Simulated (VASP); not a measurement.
Input of a VASP 6.6.1 run:

File INCAR:

```
ALGO = Normal ; EDIFF = 1E-6
ENCUT = 520 ; GGA = PS
ISIF = 2 ; ISMEAR = 0
LASPH = True ; LCHARG = False
LREAL = Auto ; LWAVE = False
NBANDS = 86 ; NELM = 60
PREC = Accurate ; SIGMA = 0.05
```

File KPOINTS:

```
k-points
0
Gamma
  3 3 2
```

File POSCAR:

```
K4Mg3VF12
1.0
    3.9897000000      3.9897000000      0.0000000000
   -3.9897000000      3.9897000000      0.0000000000
    0.0000000000      0.0000000000      7.9794000000
K V Mg F
4 1 3 12
Direct
    0.5000000000      0.0000000000      0.2512002981
    0.5000000000      0.0000000000      0.7487997019
    0.0000000000      0.5000000000      0.2512002981
    0.0000000000      0.5000000000      0.7487997019
    0.0000000000      0.0000000000      0.0000000000
    0.0000000000      0.0000000000      0.5000000000
    0.5000000000      0.5000000000      0.0000000000
    0.5000000000      0.5000000000      0.5000000000
    0.2562295092      0.7437704908      0.0000000000
    0.2502879233      0.7497120767      0.5000000000
    0.7437704908      0.2562295092      0.0000000000
    0.7497120767      0.2502879233      0.5000000000
    0.2562295092      0.2562295092      0.0000000000
    0.2502879233      0.2502879233      0.5000000000
    0.7437704908      0.7437704908      0.0000000000
    0.7497120767      0.7497120767      0.5000000000
    0.0000000000      0.0000000000      0.2567536721
    0.0000000000      0.0000000000      0.7432463279
    0.5000000000      0.5000000000      0.2510090051
    0.5000000000      0.5000000000      0.7489909949
```

Potentials or basis: VASP PAW PBE potentials, release 64 (K_sv, V_sv, Mg, F).

The run is started by

```bash
$ cat potpaw_PBE.64/K_sv/POTCAR potpaw_PBE.64/V_sv/POTCAR potpaw_PBE.64/Mg/POTCAR potpaw_PBE.64/F/POTCAR > POTCAR
$ mpirun -np 1 vasp_std > vasp.out
```

Q: Estimate the largest force.

A: 0.235 eV/Å.

Q: Predict the pressure.

A: 1.1 GPa.

Q: Estimate the band gap on the k mesh.

A: Zero (an odd number of electrons rules out a gap without spin polarisation).

Forces on the atoms (eV/Å):
```
K    0.000  0.000 -0.015
K    0.000  0.000  0.015
K    0.000  0.000 -0.015
K    0.000  0.000  0.015
V    0.000  0.000  0.000
Mg   0.000  0.000  0.000
Mg   0.000  0.000  0.000
Mg   0.000  0.000  0.000
F   -0.235  0.000  0.000
F   -0.004  0.000  0.000
F    0.235  0.000  0.000
F    0.004  0.000  0.000
F    0.000 -0.235  0.000
F    0.000 -0.004  0.000
F    0.000  0.235  0.000
F    0.000  0.004  0.000
F    0.000  0.000 -0.223
F    0.000  0.000  0.223
F    0.000  0.000 -0.010
F    0.000  0.000  0.010
```

Caveat: the k points lie up to 0.39 Å⁻¹ apart, too coarse for converged energies and pressures of a metal; the PAW data sets were made with another functional, which shifts forces and pressure a little; an odd number of electrons without spin polarisation forces a metal; a magnetic or distorted state may lie lower; the run has no spin polarisation, though such a crystal can be magnetic; semilocal functionals often make such compounds metallic where correlation or magnetic order opens a gap, which also shifts bond lengths. With open d or f shells a metallic result of PBEsol can be an artefact of self-interaction; +U or a hybrid may open a gap.
